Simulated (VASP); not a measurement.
Input of a VASP 6.6.1 run:

INCAR

```
  PREC = Accurate
  ENCUT = 520
  EDIFF = 1E-6
  ISMEAR = 0
  SIGMA = 0.05
  LREAL = Auto
  LASPH = True
  NELM = 100
  ALGO = Normal
  ISIF = 2
  LWAVE = False
  LCHARG = False
  GGA = PE
  IVDW = 12
  NBANDS = 53
```

The input KPOINTS:

```
Automatic mesh
0
Gamma
  2 2 2
```

File POSCAR:

```
Si16Ge
1.0
    0.0000000000      5.4300000000      5.4300000000
    5.4300000000      0.0000000000      5.4300000000
    5.4300000000      5.4300000000      0.0000000000
Si Ge
16 1
Direct
   -0.0147854512      0.0452217311     -0.0153773481
    0.1265651013      0.1356479742      0.1263630755
    0.0157067219     -0.0095175875      0.4970726519
    0.1262940147      0.1361356354      0.6113046961
    0.0096948435      0.5068189687      0.0090419890
    0.1098359116      0.6704265193      0.1099979742
    0.0094584715      0.5070216390      0.4745584715
    0.1574320442      0.6121970534      0.6154349908
    0.4974186924     -0.0096269797      0.0152367403
    0.6117003683      0.1359620626      0.1260813996
    0.4968450276     -0.0089789134      0.4967227440
    0.6440015654      0.0689765193      0.6433102210
    0.4745440147      0.5069585635      0.0091447514
    0.6160205341      0.6119943831      0.1571242173
    0.5201004604      0.4401098527      0.5197144567
    0.6153177716      0.6126177716      0.6146483425
    0.7791646409      0.6624193370      0.7787082873
```

Potentials or basis: VASP PAW PBE potentials, release 64 (Si, Ge_d).

Launch:

```sh
$ cat potpaw_PBE.64/Si/POTCAR potpaw_PBE.64/Ge_d/POTCAR > POTCAR
$ mpirun -np 1 vasp_std > vasp.out
```

**Question.** Estimate the dispersion energy per atom.

**Answer.** -0.333 eV.

**Question.** What does it give for the band gap on the k mesh?

**Answer.** Zero (bands 39 and 40 overlap by 0.16 eV).

Stress tensor (GPa, compression positive):
```
 3.01  0.79 -0.78
 0.79  2.96  0.78
-0.78  0.78  2.99
```

Caveat: the k points lie up to 0.50 Å⁻¹ apart.
